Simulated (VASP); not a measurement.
Set up this calculation in VASP 6.6.1, as the native input.

- Task: single point
- Functional: PBEsol
- Potentials or basis: VASP PAW PBE potentials, release 64 (W_sv, C)
- Cutoff: 520 eV
- k mesh: 18 × 18 × 16
- Occupations: gaussian, width 0.15 eV
- Spin: no spin polarisation
- Dipole correction: no
- Further INCAR settings: ALGO = Normal; EDIFF = 1e-06; NBANDS = 16

The structure of WC lies in POSCAR:

```
WC
1.0
    2.9005014360      0.0000000000      0.0000000000
   -1.4502507180      2.5119079273      0.0000000000
    0.0000000000      0.0000000000      2.8290000000
W C
1 1
Direct
    0.0895733468      0.1791466937     -0.1590668081
    0.6666666667      0.3333333333      0.5000000000
```

This cell differs from its parent crystal: atom 1 (W) moved by (+0.450, -0.450) A along y and z.

The input as run:

INCAR

```
SYSTEM = WC
PREC = Accurate
ENCUT = 520
EDIFF = 1E-6
ISMEAR = 0
SIGMA = 0.15
LREAL = .False.
LASPH = .True.
NELM = 80
ALGO = Normal
ISIF = 2
LWAVE = .False.
LCHARG = .False.
GGA = PS
NBANDS = 16
```

KPOINTS

```
regular mesh
0
Gamma
  18 18 16
  0 0 0
```

Potentials or basis: VASP PAW PBE potentials, release 64 (W_sv, C).

Run with:

```sh
$ cat potpaw_PBE.64/W_sv/POTCAR potpaw_PBE.64/C/POTCAR > POTCAR
$ mpirun -np 1 vasp_std > vasp.out
```

It gave:

```
Pressure               : 73.6 GPa
Largest force          : 10.431 eV/Å
Band gap on the k mesh : zero (bands 9 and 10 overlap by 1.54 eV)
```

Caveat: the cell differs from its parent crystal (atom 1 (W) moved by (+0.450, -0.450) A along y and z); the stress differs along the axes, from 15 to 131 GPa; the PAW data sets were made with another functional, which shifts forces and pressure a little; spin-orbit coupling is left out, which moves the levels of the heavy elements.

Wall time 6.2 min on 1 thread of Intel Xeon 8259CL, with other jobs on the host, peak memory 0.53 GiB.
